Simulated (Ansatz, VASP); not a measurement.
HfO2: VASP beside Ansatz

```xyz
3
Lattice="0.0000 2.5292 2.5292 2.5039 0.0000 2.5292 2.5039 2.5292 0.0000" Properties=species:S:1:pos:R:3 pbc="T T T"
Hf    0.0000    0.0000    0.0000
O     1.2519    1.2646    1.2646
O     3.7558    3.7938    3.7938
```

Change from the starting cell: uniaxial_x strain -1.0%.

Alike in both runs: task single point; functional r2SCAN; k mesh 8 × 8 × 8; no spin polarisation.

```csv
,VASP,Ansatz
version,VASP 6.6.1,Ansatz 0.2.0
potentials or method,"VASP PAW PBE potentials, release 64 (Hf_pv, O)","plane waves, PAW"
plane-wave cutoff (eV),520,500
occupations,"gaussian, width 0.01 eV",fixed
valence electrons in the cell,22,38
```

|  | VASP | Ansatz | Ansatz less VASP |
| --- | --- | --- | --- |
| gap on the k mesh at the Fermi level (eV) | 4.26 | 4.25 | -0.012 |
| pressure (GPa) | -1.3 | 2.8 | +4.08 |
| traceless stress, the component that is largest in VASP (GPa) | 3.40 | 3.34 | -0.059 |

VASP's potentials were made for PBE, not for r2SCAN. One of these differences is far larger than is usual between the two programs; its cause wasn't traced. VASP's potentials hold 22 valence electrons a cell and Ansatz's 38, so a difference there can come from the potentials and not from the codes.

Spin-orbit coupling is off throughout.
